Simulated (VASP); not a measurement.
Crystal: PIr2.

```
P Ir
1.0
     0.00000    2.76750    2.76750
     2.76750    0.00000    2.76750
     2.76750    2.76750    0.00000
P Ir
1 2
Direct
  0.00000 0.00000 0.00000
  0.25000 0.25000 0.25000
  0.75000 0.75000 0.75000
```

Base run:

| Item | Value |
| --- | --- |
| Program | VASP 6.6.1 |
| Functional | LDA |
| Potentials or basis | VASP PAW LDA potentials, release 64 (P, Ir) |
| Cutoff | 520 eV |
| k mesh | 11 × 11 × 11 |
| Occupations | fermi-dirac, width 0.05 eV |
| Spin | no spin polarisation |

Its results: pressure -2.9 GPa.

**Question.** The run is repeated on the same cell with these changes: potentials or basis from VASP PAW LDA potentials, release 64 (P, Ir) to VASP PAW LDA potentials, release 64 (P, Ir_sv_GW); cutoff from 520 eV to 420 eV; further incar settings from ALGO = Normal; EDIFF = 1e-08; NBANDS = 18 to ALGO = Normal; EDIFF = 1e-08; NBANDS = 26; valence electrons from 23 to 39. What comes out?

**Answer.** Pressure -5.4 GPa.
